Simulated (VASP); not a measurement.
# Bi (P6_3/mmc) in VASP: single point with PBE

Aim: the single point of Bi with PBE.

All numbers are computed with VASP 6.6.1; they aren't measurements. Logs are shortened: lines on timing, memory, paths and dates and some standing lists are left out, and cuts for length are marked.

### 1 The cell of the first run

Symmetry: P6_3/mmc, No. 194, hexagonal system. The conventional cell has a = 4.488 Å, b = 4.488 Å, c = 11.697 Å, α = 90.00°, β = 90.00°, γ = 120.00°. Bi (site symmetry -6m2) has 6 Bi at 4.49 Å within 5.9 Å.

This isn't the form of Bi at room conditions, which is rhombohedral.

### 2 Single point, PBE (strained)

Input file INCAR:

```
  PREC = Accurate
  ENCUT = 520
  EDIFF = 1E-6
  ISMEAR = 0
  SIGMA = 0.1
  LREAL = False
  LASPH = True
  NELM = 100
  ALGO = Fast
  ISIF = 2
  LWAVE = False
  LCHARG = False
  GGA = PE
  NBANDS = 22
```

Input file KPOINTS:

```
regular mesh
0
Gamma
  12 12 4
```

Input file POSCAR:

```
Bi
1.0
    4.4881634963      0.0000000000      0.0000000000
   -2.2440817482      3.8868636042      0.0000000000
    0.0000000000      0.0000000000     11.6965152000
Bi
2
Direct
    0.3333333333      0.6666666667      0.2500000000
    0.6666666667      0.3333333333      0.7500000000
```

Potentials or basis: VASP PAW PBE potentials, release 64 (Bi_d).

The run is started by

```sh
cat potpaw_PBE.64/Bi_d/POTCAR > POTCAR
mpirun -np 1 vasp_std > vasp.out
```

OUTCAR:

```text
PREC = Accurate
   ENCUT = 520
   EDIFF = 1E-6
   ISMEAR = 0
   LREAL = False
   LASPH = True
   NELM = 100
   ISIF = 2
   GGA = PE

 ion  position               nearest neighbor table
   1  0.333  0.667  0.250-
   2  0.667  0.333  0.750-

  LATTYP: Found a hexagonal cell.
 ALAT       =     4.4881634963
 C/A-ratio  =     2.6060804625

  Lattice vectors:

 A1 = (   4.4881634963,   0.0000000000,   0.0000000000)
 A2 = (  -2.2440817482,   3.8868636042,   0.0000000000)
 A3 = (   0.0000000000,   0.0000000000,  11.6965152000)

Analysis of symmetry for initial positions (statically):
=====================================================================
 Subroutine PRICEL returns:
 Original cell was already a primitive cell.

 Routine SETGRP: Setting up the symmetry group for a
 hexagonal supercell.

 Subroutine GETGRP returns: Found 24 space group operations
 (whereof 12 operations were pure point group operations)
 out of a pool of 24 trial point group operations.

The static configuration has the point symmetry D_3d.
 The point group associated with its full space group is D_6h.

Analysis of symmetry for dynamics (positions and initial velocities):
=====================================================================
 Subroutine PRICEL returns:
 Original cell was already a primitive cell.

 Routine SETGRP: Setting up the symmetry group for a
 hexagonal supercell.

 Subroutine GETGRP returns: Found 24 space group operations
 (whereof 12 operations were pure point group operations)
 out of a pool of 24 trial point group operations.

The dynamic configuration has the point symmetry D_3d.
 The point group associated with its full space group is D_6h.

 Subroutine INISYM returns: Found 24 space group operations
 (whereof 12 operations are pure point group operations),
 and found     1 'primitive' translations

----------------------------------------------------------------------------------------

                                     Primitive cell

  volume of cell :     204.0443

  direct lattice vectors                    reciprocal lattice vectors
     4.488163496  0.000000000  0.000000000     0.222808282  0.128638422  0.000000000
    -2.244081748  3.886863604  0.000000000     0.000000000  0.257276844  0.000000000
     0.000000000  0.000000000 11.696515200     0.000000000  0.000000000  0.085495550

  length of vectors
     4.488163496  4.488163496 11.696515200     0.257276844  0.257276844  0.085495550

  position of ions in fractional coordinates (direct lattice)
     0.333333333  0.666666667  0.250000000
     0.666666667  0.333333333  0.750000000

  ion indices of the primitive-cell ions
   primitive index   ion index
                 1           1
                 2           2

----------------------------------------------------------------------------------------

 KPOINTS: regular mesh

Automatic generation of k-mesh.
 Grid dimensions read from file:
 generate k-points for:   12   12    4

 Generating k-lattice:

  Cartesian coordinates                     Fractional coordinates (reciprocal lattice)
     0.018567357  0.010719868  0.000000000     0.083333333  0.000000000  0.000000000
     0.000000000  0.021439737  0.000000000     0.000000000  0.083333333  0.000000000
     0.000000000  0.000000000  0.021373887     0.000000000  0.000000000  0.250000000

  Length of vectors
     0.021439737  0.021439737  0.021373887

  Shift w.r.t. Gamma in fractional coordinates (k-lattice)
     0.000000000  0.000000000  0.000000000

 Subroutine IBZKPT returns following result:
 ===========================================

 Found     57 irreducible k-points:

 Following reciprocal coordinates:
            Coordinates               Weight
  0.000000  0.000000  0.000000      1.000000
  0.083333  0.000000  0.000000      6.000000
  0.166667  0.000000  0.000000      6.000000
  0.250000  0.000000  0.000000      6.000000
  0.333333 -0.000000  0.000000      6.000000
  0.416667  0.000000  0.000000      6.000000
[... 16 lines left out ...]
  0.250000  0.000000  0.250000     12.000000
  0.333333 -0.000000  0.250000     12.000000
 [... further k-points ...]
   k-points           NKPTS =     57   k-points in BZ     NKDIM =     57   number of bands    NBANDS=     22
   number of dos      NEDOS =    301   number of ions     NIONS =      2
   total plane-waves  NPLWV = 116640
   dimension x,y,z NGX =    36 NGY =   36 NGZ =   90
   dimension x,y,z NGXF=    72 NGYF=   72 NGZF=  180
   ions per type =               2
   NGX,Y,Z   is equivalent  to a cutoff of  13.33, 13.33, 12.79 a.u.
   NGXF,Y,Z  is equivalent  to a cutoff of  26.67, 26.67, 25.58 a.u.
 SYSTEM =  unknown system
   PREC   = accura    normal or accurate (medium, high low for compatibility)
   ISTART =      0    job   : 0-new  1-cont  2-samecut
   ICHARG =      2    charge: 1-file 2-atom 10-const
   ISPIN  =      1    spin polarized calculation?
   LNONCOLLINEAR =      F non collinear calculations
   LSORBIT =      F    spin-orbit coupling
   LASPH  =      T    aspherical Exc in radial PAW
   ENCUT  =  520.0 eV  38.22 Ry    6.18 a.u.   8.35  8.35 21.75*2*pi/ulx,y,z
   NELM   =    100;   NELMIN=  2; NELMDL= -5     # of ELM steps
   EDIFF  = 0.1E-05   stopping-criterion for ELM
   LREAL  =      F    real-space projection
   EDIFFG = 0.1E-04   stopping-criterion for IOM
   NSW    =      0    number of steps for IOM
   IBRION =     -1    ionic relax: 0-MD 1-quasi-New 2-CG
   NFREE  =      0    steps in history (QN), initial steepest desc. (CG)
   ISIF   =      2    stress and relaxation
   ISYM   =      2    0-nonsym 1-usesym 2-fastsym
   POTIM  = 0.5000    time-step for ionic-motion
   TEBEG  =    0.0;   TEEND  =   0.0 temperature during run
   PSTRESS=    0.0 pullay stress
   NELECT =      30.0000    total number of electrons
   NUPDOWN=      -1.0000    fix difference up-down
   EMIN   =  10.00;   EMAX   =-10.00  energy-range for DOS
   EFERMI =   0.00;   METHOD = LEGACY
   ISMEAR =     0;   SIGMA  =   0.10  broadening in eV -4-tet -1-fermi 0-gaus
   EFERMI_NEDOS =   21; number of points for ismear=-14 and -15
   IALGO  =     68    algorithm
   IMIX   =      4    mixing-type and parameters
     AMIX     =   0.40;   BMIX     =  1.00
     AMIX_MAG =   1.60;   BMIX_MAG =  1.00
  volume/ion in A,a.u.               =     102.02       688.48
  Fermi-wavevector in a.u.,A,eV,Ry     =   0.864053  1.632824 10.157943  0.746588
  Thomas-Fermi vector in A             =   1.982093
   LORBIT       =      0    0 simple, 1 ext, 2 COOP (PROOUT), +10 PAW based schemes
   GGA     = PE    functional components
   LHFCALC =     F    Hartree Fock is set to
   AEXX    =    0.0000 exact exchange contribution
   IVDW    =     0    specifies the selected vdW correction
   LEPSILON=     F    determine dielectric tensor
   LRPA    =     F    only Hartree local field effects (RPA)
 non-spin polarized calculation
 RMM-DIIS sequential band-by-band and
 Gauss-broadening in eV      SIGMA  =   0.10
  energy-cutoff  :      520.00
  volume of cell :      204.04
 maximum number of plane-waves:      5533
 NGX is ok and might be reduce to    36
   NGX = 17   NGY = 17   NGZ = 43

 number of electron      30.0000002 magnetization

 Free energy of the ion-electron system (eV)
  ---------------------------------------------------
  ext. energy  EPLUGINS =         0.00000000
  ---------------------------------------------------
  free energy    TOTEN  =        -3.37037651 eV

  energy without entropy =       -3.32935703  energy(sigma->0) =       -3.34986677

 E-fermi :  -0.8995     XC(G=0):  -5.4212

 val. band max:       -0.9011995071   @ k =   0.1667   0.1667   0.0000
 cond. band min:      -0.8907847906   @ k =   0.3333   0.0833   0.5000
 fundamental gap:      0.0104147166
 Fermi energy:        -0.8995356391

 k-point     1 :       0.0000    0.0000    0.0000
  band No.  band energies     occupation
      1     -23.7578      2.00000
      2     -23.7578      2.00000
      3     -23.7578      2.00000
      4     -23.7578      2.00000
      5     -23.7433      2.00000
      6     -23.7433      2.00000
[... 14 lines left out ...]
     21       4.8226      0.00000
     22       5.0915      0.00000

 k-point     2 :       0.0833    0.0000    0.0000
  band No.  band energies     occupation
      1     -23.7578      2.00000
      2     -23.7578      2.00000
      3     -23.7573      2.00000
      4     -23.7572      2.00000
      5     -23.7435      2.00000
      6     -23.7435      2.00000
[... 14 lines left out ...]
     21       5.0654      0.00000
     22       5.0890      0.00000

 k-point     3 :       0.1667    0.0000    0.0000
  band No.  band energies     occupation
      1     -23.7578      2.00000
      2     -23.7578      2.00000
      3     -23.7558      2.00000
      4     -23.7557      2.00000
      5     -23.7440      2.00000
      6     -23.7440      2.00000
[... 14 lines left out ...]
     21       4.9611      0.00000
     22       5.5350      0.00000

 k-point     4 :       0.2500    0.0000    0.0000
  band No.  band energies     occupation
      1     -23.7579      2.00000
      2     -23.7579      2.00000
      3     -23.7537      2.00000
      4     -23.7537      2.00000
      5     -23.7447      2.00000
      6     -23.7447      2.00000
[... 14 lines left out ...]
     21       4.8933      0.00000
     22       5.3716      0.00000

 k-point     5 :       0.3333   -0.0000    0.0000
  band No.  band energies     occupation
      1     -23.7581      2.00000
      2     -23.7581      2.00000
      3     -23.7516      2.00000
      4     -23.7516      2.00000
      5     -23.7454      2.00000
      6     -23.7454      2.00000
[... 14 lines left out ...]
     21       4.6248      0.00000
     22       5.1560      0.00000

 k-point     6 :       0.4167    0.0000    0.0000
  band No.  band energies     occupation
      1     -23.7582      2.00000
      2     -23.7582      2.00000
      3     -23.7501      2.00000
      4     -23.7501      2.00000
      5     -23.7459      2.00000
      6     -23.7459      2.00000
[... 14 lines left out ...]
     21       4.3919      0.00000
     22       4.7732      0.00000

 k-point     7 :       0.5000    0.0000    0.0000
  band No.  band energies     occupation
      1     -23.7583      2.00000
      2     -23.7583      2.00000
      3     -23.7495      2.00000
      4     -23.7495      2.00000
      5     -23.7461      2.00000
      6     -23.7461      2.00000
[... 324 lines left out ...]
      6     -23.7433      2.00000
[... 14 lines left out ...]
     21       4.8220      0.00000
     22       4.9601      0.00000

 k-point    21 :       0.0833    0.0000    0.2500
  band No.  band energies     occupation
      1     -23.7578      2.00000
      2     -23.7578      2.00000
      3     -23.7573      2.00000
      4     -23.7572      2.00000
      5     -23.7435      2.00000
      6     -23.7434      2.00000
[... 14 lines left out ...]
     21       5.0409      0.00000
     22       5.0746      0.00000

 k-point    22 :       0.1667    0.0000    0.2500
  band No.  band energies     occupation
      1     -23.7578      2.00000
      2     -23.7578      2.00000
      3     -23.7557      2.00000
      4     -23.7557      2.00000
      5     -23.7440      2.00000
      6     -23.7440      2.00000
[... 14 lines left out ...]
     21       5.2302      0.00000
     22       5.5005      0.00000

 k-point    23 :       0.2500    0.0000    0.2500
  band No.  band energies     occupation
      1     -23.7579      2.00000
      2     -23.7579      2.00000
      3     -23.7537      2.00000
      4     -23.7537      2.00000
      5     -23.7447      2.00000
      6     -23.7447      2.00000
[... 14 lines left out ...]
     21       5.0692      0.00000
     22       5.3285      0.00000

 k-point    24 :       0.3333   -0.0000    0.2500
  band No.  band energies     occupation
      1     -23.7581      2.00000
      2     -23.7581      2.00000
      3     -23.7516      2.00000
      4     -23.7516      2.00000
      5     -23.7454      2.00000
      6     -23.7454      2.00000
[... 14 lines left out ...]
     21       4.7135      0.00000
     22       4.9884      0.00000

 [... further k-points ...]

------------------------ aborting loop because EDIFF is reached ----------------------------------------

  FORCE on cell =-STRESS in cart. coord.  units (eV):
  Direction    XX          YY          ZZ          XY          YZ          ZX
  --------------------------------------------------------------------------------------
  -------------------------------------------------------------------------------------
  Total       -6.3237229     -6.3237229     -0.4528047      0.0000000      0.0000000      0.0000000
  in kB      -49.6545389    -49.6545389     -3.5554700      0.0000000      0.0000000      0.0000000
  external PRESSURE =     -34.2881826 kB  Pullay stress =       0.0000000 kB

 VOLUME and BASIS-vectors are now :
 -----------------------------------------------------------------------------
  energy-cutoff  :      520.00
  volume of cell :      204.04
      direct lattice vectors                 reciprocal lattice vectors
     4.488163496  0.000000000  0.000000000     0.222808282  0.128638422  0.000000000
    -2.244081748  3.886863604  0.000000000     0.000000000  0.257276844  0.000000000
     0.000000000  0.000000000 11.696515200     0.000000000  0.000000000  0.085495550

 POSITION                                       TOTAL-FORCE (eV/Angst)
 -----------------------------------------------------------------------------------
     -0.00000      2.59124      2.92413         0.000000     -0.000000      0.000000
      2.24408      1.29562      8.77239        -0.000000      0.000000      0.000000
 -----------------------------------------------------------------------------------
    total drift:                               -0.000000      0.000000      0.000000

  FREE ENERGIE OF THE ION-ELECTRON SYSTEM (eV)
  ---------------------------------------------------
  free  energy   TOTEN  =        -3.3703765068 eV

  energy  without entropy=       -3.3293570332  energy(sigma->0) =       -3.34986677
```

Run time: 7.7 min. Hardware: 1 thread of Intel Xeon 8259CL, shared host; peak memory 0.44 GiB.

Results:

```yaml
Free_energy: -3.3704 eV
Pressure: -3.4 GPa
Band_gap_on_the_k_mesh: zero (bands 15 and 16 overlap by 2.28 eV)
```

Stress tensor (GPa, compression positive):
```
-4.97  0.00  0.00
 0.00 -4.97  0.00
 0.00  0.00 -0.36
```

Caveat: the cell differs from its parent crystal (strained); the cell stands under tension; spin-orbit coupling is left out, which moves the levels of the heavy elements.
